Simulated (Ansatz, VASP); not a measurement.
BaTiO3: VASP beside Ansatz

The input INCAR:

```
SYSTEM = BaTiO3
PREC = Accurate
ENCUT = 520
EDIFF = 1E-6
ISMEAR = -1
SIGMA = 0.05
LREAL = .FALSE.
LASPH = .TRUE.
NELM = 80
ALGO = Normal
ISIF = 2
LWAVE = .FALSE.
LCHARG = .FALSE.
GGA = PE
NBANDS = 28
```

File KPOINTS:

```
regular mesh
0
G
  8 8 8
  0 0 0
```

File POSCAR:

```
BaTiO3
1.0
    4.0073000000      0.0000000000      0.0000000000
    0.0000000000      4.0073000000      0.0000000000
    0.0000000000      0.0000000000      4.0473730000
Ba Ti O
1 1 3
Direct
    0.5000000000      0.5000000000      0.5000000000
    0.0000000000      0.0000000000      0.0000000000
    0.5000000000      0.0000000000      0.0000000000
    0.0000000000      0.5000000000      0.0000000000
    0.0000000000      0.0000000000      0.5000000000
```

Input for Ansatz:

```yaml
crystal:
  lattice:
    - [4.0073, 0.0, 0.0]
    - [0.0, 4.0073, 0.0]
    - [0.0, 0.0, 4.047373]
  atoms:
    - { symbol: Ba, position: [0.5, 0.5, 0.5] }
    - { symbol: Ti, position: [0.0, 0.0, 0.0] }
    - { symbol: O, position: [0.5, 0.0, 0.0] }
    - { symbol: O, position: [0.0, 0.5, 0.0] }
    - { symbol: O, position: [0.0, 0.0, 0.5] }
kpoints:
  mp_grid: { grid: [8, 8, 8] }
  band_path:
    path:
      - [0.0, 0.0, 0.0]
      - [0.0, 0.5, 0.0]
      - [0.5, 0.5, 0.0]
      - [0.0, 0.0, 0.0]
      - [0.0, 0.0, 0.5]
      - [0.0, 0.5, 0.5]
      - [0.5, 0.5, 0.5]
      - [0.0, 0.0, 0.5]
      - [0.0, 0.5, 0.0]
    npoints: 5
scf:
  occupations: { method: fermi_dirac, width: 0.05 }
hamiltonian:
  xc: pbe
  pseudopotentials: { kind: all_electron, lapw: { basis_error: 0.001 } }
output:
  forces: true
  stress: true
  eigenvalues: true
```

Change from the starting cell: zz strain of +1 %.

Alike in both runs: task single point; functional PBE; k mesh 8 × 8 × 8; occupations fermi-dirac, width 0.05 eV; no spin polarisation.

|  | VASP | Ansatz |
| --- | --- | --- |
| version | VASP 6.6.1 | Ansatz 0.2.0 |
| potentials or method | VASP PAW PBE potentials, release 64 (Ba_sv, Ti_sv, O), cutoff 520 eV | all-electron LAPW, scalar-relativistic |

```csv
,VASP,Ansatz,Ansatz less VASP
pressure (GPa),1.6,-0.1,-1.69
"traceless stress, the component that is largest in VASP (GPa)",-1.21,-1.16,+0.045
```

Ansatz ran all-electron here, and VASP with PAW potentials.

Spin-orbit coupling is off throughout.
